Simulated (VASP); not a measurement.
A run of VASP 6.6.1 is set up as follows.

Contents of INCAR:

```
SYSTEM = AgI
  ALGO = Normal
  EDIFF = 1E-6
  ENCUT = 500
  GGA = PE
  GGA_COMPAT = .False.
  ISIF = 2
  ISMEAR = 0
  ISYM = 0
  LASPH = .True.
  LCHARG = .False.
  LREAL = .False.
  LWAVE = .False.
  NBANDS = 26
  NELM = 120
  PREC = Accurate
  SIGMA = 0.01
```

File KPOINTS:

```
Automatic mesh
0
Gamma
  6 6 2
  0.5 0.5 0.5
```

The input POSCAR:

```
AgI
1.0
    4.6507421514      0.0000000000      0.0000000000
   -2.3253710757      4.0276608495      0.0000000000
    0.0000000000      0.0000000000      7.5997163705
Ag I
2 2
Direct
    0.6666666667      0.3333333333      0.6275238183
    0.3333333333      0.6666666667      0.1275238183
    0.6666666667      0.3333333333      0.0024761817
    0.3333333333      0.6666666667      0.5024761817
```

Potentials or basis: VASP PAW PBE potentials, release 64 (Ag, I).

The run is started by

```bash
$ cat potpaw_PBE.64/Ag/POTCAR potpaw_PBE.64/I/POTCAR > POTCAR
$ mpirun -np 1 vasp_std > vasp.out
```

(1) Estimate the band gap on the k mesh.

(2) What does it give for the pressure?

Results:

(1) 2.35 eV.

(2) 0.6 GPa.

Caveat: spin-orbit coupling is left out, which moves the levels of the heavy elements; a shifted mesh leaves out Γ, where band edges can lie.
